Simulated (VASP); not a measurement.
# Cr in VASP: notebook, part 2 of 3

VASP 6.6.1. The steps go on from the part before.

## Step 4: Single point, PBEsol, collinear spin, ferromagnetic start (volume scaled by 0.98)

Input file INCAR:

```
ALGO = Normal ; EDIFF = 1E-6
ENCUT = 520 ; GGA = PS
ISIF = 2 ; ISMEAR = -1
ISPIN = 2 ; LASPH = T
LCHARG = T ; LELF = T
LMAXMIX = 4 ; LORBIT = 11
LREAL = F ; LVHAR = T
LWAVE = F ; MAGMOM = 3
NBANDS = 16 ; NELM = 150
PREC = Accurate ; SIGMA = 0.05
```

Input file KPOINTS:

```
k-points
0
Gamma
  12 12 12
```

Input file POSCAR:

```
Cr
1.0
   -1.4744866279      1.4744866279      1.4744866279
    1.4744866279     -1.4744866279      1.4744866279
    1.4744866279      1.4744866279     -1.4744866279
Cr
1
Direct
    0.0000000000      0.0000000000      0.0000000000
```

Potentials or basis: VASP PAW PBE potentials, release 64 (Cr_pv).

Started as:

```
> cat potpaw_PBE.64/Cr_pv/POTCAR > POTCAR
> mpirun -np 1 vasp_std > vasp.out
```

OUTCAR:

```text
EDIFF = 1E-6
   ENCUT = 520
   GGA = PS
   ISIF = 2
   ISMEAR = -1
   ISPIN = 2
   LASPH = T
   LORBIT = 11
   LREAL = F
   NELM = 150
   PREC = Accurate

 ion  position               nearest neighbor table
   1  0.000  0.000  0.000-

  LATTYP: Found a body centered cubic cell.
 ALAT       =     2.9489732558

  Lattice vectors:

 A1 = (  -1.4744866279,   1.4744866279,   1.4744866279)
 A2 = (   1.4744866279,  -1.4744866279,   1.4744866279)
 A3 = (   1.4744866279,   1.4744866279,  -1.4744866279)

Analysis of symmetry for initial positions (statically):
=====================================================================
 Subroutine PRICEL returns:
 Original cell was already a primitive cell.

 Routine SETGRP: Setting up the symmetry group for a
 body centered cubic supercell.

 Subroutine GETGRP returns: Found 48 space group operations
 (whereof 48 operations were pure point group operations)
 out of a pool of 48 trial point group operations.

The static configuration has the point symmetry O_h .

Analysis of symmetry for dynamics (positions and initial velocities):
=====================================================================
 Subroutine PRICEL returns:
 Original cell was already a primitive cell.

 Routine SETGRP: Setting up the symmetry group for a
 body centered cubic supercell.

 Subroutine GETGRP returns: Found 48 space group operations
 (whereof 48 operations were pure point group operations)
 out of a pool of 48 trial point group operations.

The dynamic configuration has the point symmetry O_h .

Analysis of structural, dynamic, and magnetic symmetry:
=====================================================================
 Subroutine PRICEL returns:
 Original cell was already a primitive cell.

 Routine SETGRP: Setting up the symmetry group for a
 body centered cubic supercell.

 Subroutine GETGRP returns: Found 48 space group operations
 (whereof 48 operations were pure point group operations)
 out of a pool of 48 trial point group operations.

The overall configuration has the point symmetry O_h .

 Subroutine INISYM returns: Found 48 space group operations
 (whereof 48 operations are pure point group operations),
 and found     1 'primitive' translations

----------------------------------------------------------------------------------------

                                     Primitive cell

  volume of cell :      12.8228

  direct lattice vectors                    reciprocal lattice vectors
    -1.474486628  1.474486628  1.474486628     0.000000000  0.339101075  0.339101075
     1.474486628 -1.474486628  1.474486628     0.339101075  0.000000000  0.339101075
     1.474486628  1.474486628 -1.474486628     0.339101075  0.339101075  0.000000000

  length of vectors
     2.553885755  2.553885755  2.553885755     0.479561339  0.479561339  0.479561339

  position of ions in fractional coordinates (direct lattice)
     0.000000000  0.000000000  0.000000000

  ion indices of the primitive-cell ions
   primitive index   ion index
                 1           1

----------------------------------------------------------------------------------------

 KPOINTS: k-points

Automatic generation of k-mesh.
 Grid dimensions read from file:
[... 24 lines left out ...]
  0.166667  0.000000  0.000000     12.000000
  0.250000  0.000000  0.000000     12.000000
  0.333333  0.000000  0.000000     12.000000
  0.416667  0.000000  0.000000     12.000000
[... 16 lines left out ...]
  0.333333  0.083333  0.083333     24.000000
  0.416667  0.083333  0.083333     12.000000
 [... further k-points ...]
   k-points           NKPTS =     72   k-points in BZ     NKDIM =     72   number of bands    NBANDS=     16
   number of dos      NEDOS =    301   number of ions     NIONS =      1
   total plane-waves  NPLWV =   8000
   dimension x,y,z NGX =    20 NGY =   20 NGZ =   20
   dimension x,y,z NGXF=    40 NGYF=   40 NGZF=   40
   ions per type =               1
   NGX,Y,Z   is equivalent  to a cutoff of  13.02, 13.02, 13.02 a.u.
   NGXF,Y,Z  is equivalent  to a cutoff of  26.04, 26.04, 26.04 a.u.
 SYSTEM =  unknown system
   PREC   = accura    normal or accurate (medium, high low for compatibility)
   ISTART =      0    job   : 0-new  1-cont  2-samecut
   ICHARG =      2    charge: 1-file 2-atom 10-const
   ISPIN  =      2    spin polarized calculation?
   LNONCOLLINEAR =      F non collinear calculations
   LSORBIT =      F    spin-orbit coupling
   LASPH  =      T    aspherical Exc in radial PAW
   ENCUT  =  520.0 eV  38.22 Ry    6.18 a.u.   4.75  4.75  4.75*2*pi/ulx,y,z
   NELM   =    150;   NELMIN=  2; NELMDL= -5     # of ELM steps
   EDIFF  = 0.1E-05   stopping-criterion for ELM
   LREAL  =      F    real-space projection
[... 7 lines left out ...]
   TEBEG  =    0.0;   TEEND  =   0.0 temperature during run
   PSTRESS=    0.0 pullay stress
   NELECT =      12.0000    total number of electrons
   NUPDOWN=      -1.0000    fix difference up-down
   EMIN   =  10.00;   EMAX   =-10.00  energy-range for DOS
   EFERMI =   0.00;   METHOD = LEGACY
   ISMEAR =    -1;   SIGMA  =   0.05  broadening in eV -4-tet -1-fermi 0-gaus
   EFERMI_NEDOS =   21; number of points for ismear=-14 and -15
   IALGO  =     38    algorithm
   IMIX   =      4    mixing-type and parameters
     AMIX     =   0.40;   BMIX     =  1.00
     AMIX_MAG =   1.60;   BMIX_MAG =  1.00
  volume/ion in A,a.u.               =      12.82        86.53
  Fermi-wavevector in a.u.,A,eV,Ry     =   1.601306  3.026030 34.887812  2.564182
  Thomas-Fermi vector in A             =   2.698305
   LORBIT       =     11    0 simple, 1 ext, 2 COOP (PROOUT), +10 PAW based schemes
   GGA     = PS    functional components
   LHFCALC =     F    Hartree Fock is set to
   AEXX    =    0.0000 exact exchange contribution
   IVDW    =     0    specifies the selected vdW correction
   LEPSILON=     F    determine dielectric tensor
   LRPA    =     F    only Hartree local field effects (RPA)
 spin polarized calculation
  energy-cutoff  :      520.00
  volume of cell :       12.82
 maximum number of plane-waves:       370
   NGX =  9   NGY =  9   NGZ =  9

 number of electron      12.0000013 magnetization       0.0004253

 number of electron      12.0000013 magnetization      -0.0000460

 Free energy of the ion-electron system (eV)
  ---------------------------------------------------
  ext. energy  EPLUGINS =         0.00000000
  ---------------------------------------------------
  free energy    TOTEN  =       -10.06814865 eV

  energy without entropy =      -10.06232663  energy(sigma->0) =      -10.06523764

 E-fermi :   9.3685     XC(G=0): -13.2294

 val. band max:        9.3196834237   @ k =   0.1667   0.0000   0.0000
 cond. band min:       9.4013154463   @ k =   0.4167   0.0833   0.0000
 fundamental gap:      0.0816320226
 Fermi energy:         9.3685113610

 spin component 1

 k-point     1 :       0.0000    0.0000    0.0000
  band No.  band energies     occupation
      1     -33.2910      1.00000
      2     -33.2910      1.00000
      3     -33.2910      1.00000
      4       1.9158      1.00000
      5       8.6315      1.00000
      6       8.6315      1.00000
[... 435 lines left out ...]
      5       7.2188      1.00000
      6       9.1686      0.98197
[... 8 lines left out ...]
     15      38.9287      0.00000
     16      40.1720      0.00000

 [... further k-points ...]

 spin component 2

 k-point     1 :       0.0000    0.0000    0.0000
  band No.  band energies     occupation
      1     -33.2911      1.00000
      2     -33.2911      1.00000
      3     -33.2911      1.00000
      4       1.9157      1.00000
      5       8.6316      1.00000
      6       8.6316      1.00000
[... 435 lines left out ...]
      5       7.2189      1.00000
      6       9.1685      0.98201
[... 8 lines left out ...]
     15      38.9287      0.00000
     16      40.1720      0.00000

 [... further k-points ...]
[... 5 lines left out ...]
  --------------------------------------------------------------------------------------
  -------------------------------------------------------------------------------------
  Total       -2.4033985     -2.4033985     -2.4033985      0.0000000      0.0000000     -0.0000000
  in kB     -300.2989778   -300.2989778   -300.2989778      0.0000000      0.0000000     -0.0000000
  external PRESSURE =    -300.2989778 kB  Pullay stress =       0.0000000 kB

 VOLUME and BASIS-vectors are now :
 -----------------------------------------------------------------------------
  energy-cutoff  :      520.00
  volume of cell :       12.82
      direct lattice vectors                 reciprocal lattice vectors
    -1.474486628  1.474486628  1.474486628     0.000000000  0.339101075  0.339101075
     1.474486628 -1.474486628  1.474486628     0.339101075  0.000000000  0.339101075
     1.474486628  1.474486628 -1.474486628     0.339101075  0.339101075  0.000000000

 POSITION                                       TOTAL-FORCE (eV/Angst)
 -----------------------------------------------------------------------------------
      0.00000      0.00000      0.00000        -0.000000      0.000000      0.000000
 -----------------------------------------------------------------------------------
    total drift:                                0.000000      0.000000      0.000000

  FREE ENERGIE OF THE ION-ELECTRON SYSTEM (eV)
  ---------------------------------------------------
  free  energy   TOTEN  =       -10.0681486497 eV

  energy  without entropy=      -10.0623266283  energy(sigma->0) =      -10.06523764

 total charge

# of ion       s       p       d       tot
------------------------------------------
    1        0.395   6.342   4.110  10.848

 magnetization (x)

# of ion       s       p       d       tot
------------------------------------------
    1        0.000  -0.000   0.000   0.000
```

OSZICAR:

```text
N       E                     dE             d eps       ncg     rms          rms(c)
DAV:   1     0.839420816892E+02    0.83942E+02   -0.62313E+03  4704   0.845E+02
DAV:   2    -0.911923265056E+01   -0.93061E+02   -0.88739E+02  4992   0.246E+02
DAV:   3    -0.106728074067E+02   -0.15536E+01   -0.15502E+01  5352   0.354E+01
DAV:   4    -0.106789607515E+02   -0.61533E-02   -0.61533E-02  5296   0.222E+00
DAV:   5    -0.106790116860E+02   -0.50934E-04   -0.50935E-04  5328   0.181E-01    0.176E+01
DAV:   6    -0.100304335266E+02    0.64858E+00   -0.26522E+00  4712   0.283E+01    0.391E+00
DAV:   7    -0.100726653538E+02   -0.42232E-01   -0.17293E-01  4800   0.347E+00    0.215E+00
DAV:   8    -0.100725232598E+02    0.14209E-03   -0.49572E-03  5152   0.854E-01    0.102E+00
DAV:   9    -0.100678636389E+02    0.46596E-02   -0.20268E-03  5048   0.493E-01    0.223E-01
DAV:  10    -0.100681367528E+02   -0.27311E-03   -0.41213E-04  5072   0.203E-01    0.451E-02
DAV:  11    -0.100681480224E+02   -0.11270E-04   -0.12768E-05  5232   0.295E-02    0.163E-02
DAV:  12    -0.100681486497E+02   -0.62732E-06   -0.91111E-07  3792   0.800E-03
   1 F= -.10068149E+02 E0= -.10065238E+02  d E =-.582202E-02  mag=    -0.0001
```

It took 42 s on 1 thread of Intel Xeon 8259CL, shared host; peak memory 0.14 GiB.

What came out:

* Free energy: -10.0681 eV
* Pressure: -30.0 GPa
* Band gap on the k mesh: zero (filled and empty bands overlap)
* Net moment: 0.00 μB per cell
* Valence electrons inside the program's atomic spheres: Cr 10.85

Caveat: the starting moments collapsed, and a magnetic state may lie lower; the PAW data sets were made with another functional, which shifts forces and pressure a little.

(Continued in part 3 of 3.)
